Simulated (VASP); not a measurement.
A run of VASP 6.6.1 is set up as follows.

INCAR

```
SYSTEM = SnS2
ALGO = Normal
EDIFF = 1E-7
EDIFFG = -0.01
ENCUT = 500
GGA = CA
GGA_COMPAT = .FALSE.
IBRION = 2
ISIF = 3
ISMEAR = -1
LASPH = .TRUE.
LCHARG = .FALSE.
LREAL = .FALSE.
LWAVE = .FALSE.
NELM = 120
NELMIN = 4
NSW = 80
PREC = Accurate
SIGMA = 0.1
```

The input KPOINTS:

```
k-points
0
G
  6 6 4
  0 0 0
```

POSCAR

```
SnS2
1.0
    3.6390000000      0.0000000000      0.0000000000
   -1.8195000000      3.1514664400      0.0000000000
    0.0000000000      0.0000000000      5.8680000000
Sn S
1 2
Direct
    0.0000000000      0.0000000000      0.0000000000
    0.3333333333      0.6666666667      0.2500000000
    0.6666666667      0.3333333333      0.7500000000
```

Potentials or basis: VASP PAW LDA potentials, release 64 (Sn_d, S).

Command:

```bash
$ cat potpaw_LDA.64/Sn_d/POTCAR potpaw_LDA.64/S/POTCAR > POTCAR
$ mpirun -np 1 vasp_std > vasp.out
```

Task: What does it give for the space group after relaxing (to 0.05 Å)?

Result: P-3m1 (No. 164).

Task: Estimate the band gap on the k mesh.

Result: 1.15 eV, indirect (least direct gap 1.60 eV).

Task: Estimate the relaxed volume.

Result: 21.64 Å³/atom.

Task: Estimate the relaxed cell.

Result: a = 3.632 Å, b = 3.632 Å, c = 5.684 Å, α = 90.00°, β = 90.00°, γ = 120.00°.

Forces on the atoms (eV/Å):
```
Sn   0.000  0.000  0.000
S    0.000  0.000 -0.005
S    0.000  0.000  0.005
```

Caveat: spin-orbit coupling is left out, which moves the levels of the heavy elements. Zero-point motion and thermal expansion aren't in these numbers.
